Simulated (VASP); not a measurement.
TaN:

```xyz
2
Lattice="2.9380 0.0000 0.0000 -1.4690 2.5444 0.0000 0.0000 0.0000 2.8830" Properties=species:S:1:pos:R:3 pbc="T T T"
Ta    0.0000    1.6963    1.4415
N     0.0000    0.0000    0.0000
```

```yaml
Program: VASP 6.6.1
Task: relaxation of cell and atoms
Functional: LDA
Potentials_or_basis: VASP PAW LDA potentials, release 64 (Ta_pv, N)
Cutoff: 600 eV
k_mesh: 7 × 7 × 7
Occupations: fermi-dirac, width 0.05 eV
Spin: no spin polarisation
```

At the start: pressure -9.8 GPa; volume 10.78 Å³/atom.

Q: Where does the relaxation end?

A: Over 7 steps the energy falls by 9.1 meV/atom and the volume is 10.49 Å³/atom (-2.7 %); space group P-6m2 (No. 187, to 0.05 Å).

The path:
```
step  energy change (eV)  largest force (eV/Å)  pressure (GPa)  volume (Å³)
   1              0.0000                0.0000           -9.81        21.55
   2              0.1130                0.0000           31.26        19.56
   3             -0.0183                0.0000           -0.32        20.99
   4             -0.0183                0.0000           -0.04        20.97
   5             -0.0183                0.0000            0.17        20.96
   6             -0.0182                0.0000           -0.37        20.99
   7             -0.0183                0.0000           -0.05        20.98
```

Final structure:
```yaml
crystal:
  lattice:
    - [2.91301, 0.00000, 0.00000]
    - [-1.45651, 2.52274, 0.00000]
    - [0.00000, 0.00000, 2.85430]
  atoms:
    - { symbol: Ta, position: [0.33333, 0.66667, 0.50000] }
    - { symbol: N, position: [0.00000, 0.00000, 0.00000] }
```
